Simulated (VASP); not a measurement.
# PbS (Pm-3m) in VASP: further runs, part 2 of 2

VASP 6.6.1. The steps go on from the part before.

## 3. Single point, r2SCAN+D3(BJ)

This run uses another cell than the first one, of 23.72 Å³/atom, 1.004 times its volume.

File POSCAR:

```
PbS
1.0
    3.6203053198      0.0000000000      0.0000000000
    0.0000000000      3.6203053198      0.0000000000
    0.0000000000      0.0000000000      3.6203053198
Pb S
1 1
Direct
    0.0000000000      0.0000000000      0.0000000000
    0.5000000000      0.5000000000      0.5000000000
```

File INCAR.step1:

```
PREC     = Accurate       # precision mode
ENCUT    = 520            # plane-wave cutoff, eV
ISMEAR   = -1             # smearing method
SIGMA    = 0.05           # smearing width, eV
LREAL    = False          # projectors in reciprocal space
LASPH    = True           # aspherical terms in the spheres
NELM     = 60             # most SCF steps
NBANDS   = 17             # bands
GGA      = PE             # functional
ALGO     = Normal         # electronic algorithm
EDIFF    = 1E-4           # SCF threshold, eV
LWAVE    = True           # write WAVECAR
LCHARG   = False          # write CHGCAR
```

File INCAR.step2:

```
PREC     = Accurate       # precision mode
ENCUT    = 520            # plane-wave cutoff, eV
EDIFF    = 1E-7           # SCF threshold, eV
ISMEAR   = -1             # smearing method
SIGMA    = 0.05           # smearing width, eV
LREAL    = False          # projectors in reciprocal space
LASPH    = True           # aspherical terms in the spheres
NELM     = 60             # most SCF steps
ALGO     = Normal         # electronic algorithm
ISIF     = 2              # what is computed and relaxed
LWAVE    = False          # write WAVECAR
LCHARG   = True           # write CHGCAR
METAGGA  = R2SCAN         # meta-GGA
LMIXTAU  = True         
IVDW     = 12             # dispersion correction
VDW_S6   = 1.0          
VDW_S8   = 0.78981345   
VDW_A1   = 0.49484001   
VDW_A2   = 5.73083694   
LELF     = True           # ELF
LVHAR    = True         
NBANDS   = 17             # bands
ISTART   = 1
```

File KPOINTS:

```
regular mesh
0
Gamma
  7 7 7
```

Potentials or basis: VASP PAW PBE potentials, release 64 (Pb_d, S).

On the command line:

```sh
$ cat potpaw_PBE.64/Pb_d/POTCAR potpaw_PBE.64/S/POTCAR > POTCAR
$ cp INCAR.step1 INCAR
$ mpirun -np 1 vasp_std > vasp.out
$ cp INCAR.step2 INCAR
$ mpirun -np 1 vasp_std > vasp.out
```

OUTCAR:

```text
PREC = Accurate
   ENCUT = 520
   EDIFF = 1E-7
   ISMEAR = -1
   LREAL = False
   LASPH = True
   NELM = 60
   ISIF = 2
   METAGGA = R2SCAN
   IVDW = 12
   ISTART = 1
 IVDW          = 12

 ion  position               nearest neighbor table
   1  0.000  0.000  0.000-   2 3.14   2 3.14   2 3.14   2 3.14   2 3.14   2 3.14   2 3.14   2 3.14

   2  0.500  0.500  0.500-   1 3.14   1 3.14   1 3.14   1 3.14   1 3.14   1 3.14   1 3.14   1 3.14

  LATTYP: Found a simple cubic cell.
 ALAT       =     3.6203053198

  Lattice vectors:

 A1 = (   3.6203053198,   0.0000000000,   0.0000000000)
 A2 = (   0.0000000000,   3.6203053198,   0.0000000000)
 A3 = (   0.0000000000,   0.0000000000,   3.6203053198)

Analysis of symmetry for initial positions (statically):
=====================================================================
 Subroutine PRICEL returns:
 Original cell was already a primitive cell.

 Routine SETGRP: Setting up the symmetry group for a
 simple cubic supercell.

[... 157 lines left out ...]
  free energy    TOTEN  =       -65.07788880 eV

  energy without entropy =      -65.07428209  energy(sigma->0) =      -65.07608545

 E-fermi :   6.3180     XC(G=0): -10.8476

 val. band max:        6.1731336401   @ k =   0.2857   0.1429   0.1429
 cond. band min:       6.4247614263   @ k =   0.4286   0.4286   0.4286
 fundamental gap:      0.2516277863
 Fermi energy:         6.3180209843

 k-point     1 :       0.0000    0.0000    0.0000
  band No.  band energies     occupation
      1     -11.2862      2.00000
      2     -11.2862      2.00000
      3     -11.0543      2.00000
      4     -11.0543      2.00000
      5     -11.0543      2.00000
      6      -7.5574      2.00000
[... 377 lines left out ...]
      4     -11.0149      2.00000
      5     -11.0149      2.00000
      6      -5.1297      2.00000
[... 9 lines left out ...]
     16      20.3585      0.00000
     17      23.7288      0.00000

------------------------ aborting loop because EDIFF is reached ----------------------------------------

 Edisp (eV)   -0.36029

 E8    (eV) :    -0.1273

  FORCE on cell =-STRESS in cart. coord.  units (eV):
  Direction    XX          YY          ZZ          XY          YZ          ZX
  --------------------------------------------------------------------------------------
  -------------------------------------------------------------------------------------
  Total      -0.09072    -0.09072    -0.09072     0.00000    -0.00000    -0.00000
  in kB      -3.06307    -3.06307    -3.06307     0.00000    -0.00000    -0.00000
  external pressure =       -3.06 kB  Pullay stress =        0.00 kB

 VOLUME and BASIS-vectors are now :
 -----------------------------------------------------------------------------
  energy-cutoff  :      520.00
  volume of cell :       47.45
      direct lattice vectors                 reciprocal lattice vectors
     3.620305320  0.000000000  0.000000000     0.276219797  0.000000000  0.000000000
     0.000000000  3.620305320  0.000000000     0.000000000  0.276219797  0.000000000
     0.000000000  0.000000000  3.620305320     0.000000000  0.000000000  0.276219797

 POSITION                                       TOTAL-FORCE (eV/Angst)
 -----------------------------------------------------------------------------------
      0.00000      0.00000      0.00000         0.000000      0.000000      0.000000
      1.81015      1.81015      1.81015         0.000000      0.000000      0.000000
 -----------------------------------------------------------------------------------
    total drift:                               -0.000000      0.000000      0.000000

  FREE ENERGIE OF THE ION-ELECTRON SYSTEM (eV)
  ---------------------------------------------------
  free  energy   TOTEN  =       -65.4381786215 eV

  energy  without entropy=      -65.4345719116  energy(sigma->0) =      -65.43637527
```

OSZICAR.step1:

```text
N       E                     dE             d eps       ncg     rms          rms(c)
DAV:   1     0.160889561893E+03    0.16089E+03   -0.10009E+04   688   0.128E+03
DAV:   2     0.281376777123E+01   -0.15808E+03   -0.15282E+03   749   0.324E+02
DAV:   3    -0.864441411627E+01   -0.11458E+02   -0.11172E+02   914   0.895E+01
DAV:   4    -0.888926871630E+01   -0.24485E+00   -0.24473E+00   854   0.142E+01
DAV:   5    -0.889846977790E+01   -0.92011E-02   -0.92003E-02  1031   0.272E+00    0.448E+00
DAV:   6    -0.825817088553E+01    0.64030E+00   -0.16564E+00  1035   0.924E+00    0.325E+00
DAV:   7    -0.825365251428E+01    0.45184E-02   -0.15068E-01   782   0.198E+00    0.191E+00
DAV:   8    -0.825411019451E+01   -0.45768E-03   -0.39111E-02   857   0.159E+00    0.364E-01
DAV:   9    -0.825043000768E+01    0.36802E-02   -0.23669E-02  1012   0.970E-01    0.158E-01
DAV:  10    -0.825031214249E+01    0.11787E-03   -0.40283E-03   993   0.392E-01    0.969E-02
DAV:  11    -0.825011727976E+01    0.19486E-03   -0.80603E-04   892   0.181E-01    0.251E-02
DAV:  12    -0.825012214874E+01   -0.48690E-05   -0.56561E-05   426   0.516E-02
   1 F= -.82501221E+01 E0= -.82455323E+01  d E =-.917964E-02
```

Run time: 57 s. Hardware: 1 thread of Intel Xeon 6975P-C (Granite Rapids), shared host; peak memory 0.17 GiB.

Results:

```yaml
Free_energy: -65.4382 eV
Pressure: -0.3 GPa
Band_gap_on_the_k_mesh: 0.25 eV, indirect (least direct gap 1.68 eV)
Dispersion_energy_per_atom: -0.180 eV
```

Caveat: three body term missing; the PAW data sets were made with another functional, which shifts forces and pressure a little; spin-orbit coupling is left out, which moves the levels of the heavy elements.

## 4. Single point, r2SCAN+D4

This run uses another cell than the first one, of 23.78 Å³/atom, 1.007 times its volume.

File POSCAR:

```
PbS
1.0
    3.6233171254      0.0000000000      0.0000000000
    0.0000000000      3.6233171254      0.0000000000
    0.0000000000      0.0000000000      3.6233171254
Pb S
1 1
Direct
    0.0000000000      0.0000000000      0.0000000000
    0.5000000000      0.5000000000      0.5000000000
```

File INCAR.step1:

```
  ALGO = Normal
  EDIFF = 1E-4
  ENCUT = 520
  GGA = PE
  ISMEAR = -1
  LASPH = True
  LCHARG = False
  LREAL = False
  LWAVE = True
  NBANDS = 17
  NELM = 80
  PREC = Accurate
  SIGMA = 0.05
```

File INCAR.step2:

```
  ALGO = Normal
  EDIFF = 1E-6
  ENCUT = 520
  ISIF = 2
  ISMEAR = -1
  ISTART = 1
  IVDW = 13
  LASPH = True
  LCHARG = False
  LMIXTAU = True
  LREAL = False
  LWAVE = False
  METAGGA = R2SCAN
  NBANDS = 17
  NELM = 80
  PREC = Accurate
  SIGMA = 0.05
  VDW_A1 = 0.51559235
  VDW_A2 = 5.77342911
  VDW_S6 = 1.0
  VDW_S8 = 0.6018749
```

File KPOINTS:

```
k-points
0
Gamma
  7 7 7
```

On the command line:

```sh
$ cat potpaw_PBE.64/Pb_d/POTCAR potpaw_PBE.64/S/POTCAR > POTCAR
$ cp INCAR.step1 INCAR
$ mpirun -np 1 vasp_std > vasp.out
$ cp INCAR.step2 INCAR
$ mpirun -np 1 vasp_std > vasp.out
```

It took 47 s on 1 thread of Intel Xeon 6975P-C (Granite Rapids), shared host; peak memory 0.17 GiB.

The run converged. Its results:

- Free energy: -65.3627 eV
- Pressure: 0.0 GPa
- Band gap on the k mesh: 0.26 eV, indirect (least direct gap 1.68 eV)
- Dispersion energy per atom: -0.142 eV

Levels at points of the mesh, in eV from the valence-band top:
| k point | band 7 | band 8 | band 9 | band 10 | band 11 | band 12 | band 13 | band 14 |
| --- | --- | --- | --- | --- | --- | --- | --- | --- |
| (0.00, 0.00, 0.00) | -6.65 | -1.60 | -1.60 | -1.60 | 6.10 | 6.10 | 7.25 | 7.25 |

Caveat: the PAW data sets were made with another functional, which shifts forces and pressure a little; spin-orbit coupling is left out, which moves the levels of the heavy elements.

## 5. The runs side by side

| level | cell | gap on the mesh (eV) | pressure (GPa) |
| --- | --- | --- | --- |
| r2SCAN+D3(BJ) | a = 3.615 Å, 2 atoms | 0.24 | 0.0 |
| r2SCAN+D3(BJ) | a = 3.620 Å, 2 atoms | 0.25 | -0.3 |
| r2SCAN+D4 | a = 3.623 Å, 2 atoms | 0.26 | 0.0 |

Alike in all rows: task single point; potentials or basis VASP PAW PBE potentials, release 64 (Pb_d, S); no spin polarisation; k mesh 7 × 7 × 7; cutoff (eV) 520; smearing fermi-dirac 0.05 eV.

Caveats: the PAW data sets were made with another functional, which shifts forces and pressure a little; spin-orbit coupling is left out, which moves the levels of the heavy elements; three body term missing (some runs).

Total energies depend on the potentials used, so only differences within one code and one set of settings carry meaning.
